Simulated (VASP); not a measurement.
Write the native input for VASP 6.6.1 that does the following.

```
Task                   : single point
Functional             : r2SCAN
Potentials or basis    : VASP PAW PBE potentials, release 64 (Ta_pv)
Cutoff                 : 520 eV
k mesh                 : 13 × 13 × 13
Occupations            : fermi-dirac, width 1 eV
Spin                   : no spin polarisation
Dipole correction      : no
Further INCAR settings : ALGO = Normal; EDIFF = 1e-06; NBANDS = 12
```

Crystal: Ta.

```
Ta
1.0
    -1.65336    1.65336    1.65336
     1.65336   -1.65336    1.65336
     1.65336    1.65336   -1.65336
Ta
1
Direct
  0.00000 0.00000 0.00000
```

These files were run (other wordings do the same):

POSCAR

```
Ta
1.0
   -1.6533592789      1.6533592789      1.6533592789
    1.6533592789     -1.6533592789      1.6533592789
    1.6533592789      1.6533592789     -1.6533592789
Ta
1
Direct
    0.0000000000      0.0000000000      0.0000000000
```

INCAR.step1

```
PREC = Accurate ; ENCUT = 520
ISMEAR = -1 ; SIGMA = 1.0
LREAL = False ; LASPH = True
NELM = 100 ; NBANDS = 12
GGA = PE ; ALGO = Normal
EDIFF = 1E-4 ; LWAVE = True
LCHARG = False
```

INCAR.step2

```
PREC = Accurate ; ENCUT = 520
EDIFF = 1E-6 ; ISMEAR = -1
SIGMA = 1.0 ; LREAL = False
LASPH = True ; NELM = 100
ALGO = Normal ; ISIF = 2
LWAVE = False ; LCHARG = False
METAGGA = R2SCAN ; LMIXTAU = True
NBANDS = 12 ; ISTART = 1
```

KPOINTS

```
regular mesh
0
Gamma
  13 13 13
```

Potentials or basis: VASP PAW PBE potentials, release 64 (Ta_pv).

Command:

```sh
$ cat potpaw_PBE.64/Ta_pv/POTCAR > POTCAR
$ cp INCAR.step1 INCAR
$ mpirun -np 1 vasp_std > vasp.out
$ cp INCAR.step2 INCAR
$ mpirun -np 1 vasp_std > vasp.out
```

It gave:

The pressure is 12.9 GPa. The band gap on the k mesh is zero (an odd number of electrons rules out a gap without spin polarisation).

Caveat: the cell stands under pressure; so wide a smearing shifts energies and pressures; the PAW data sets were made with another functional, which shifts forces and pressure a little; spin-orbit coupling is left out, which moves the levels of the heavy elements.

Run time: 42 s on 1 thread of AMD EPYC 9R45 (Zen 5), with other jobs on the host, peak memory 0.12 GiB.
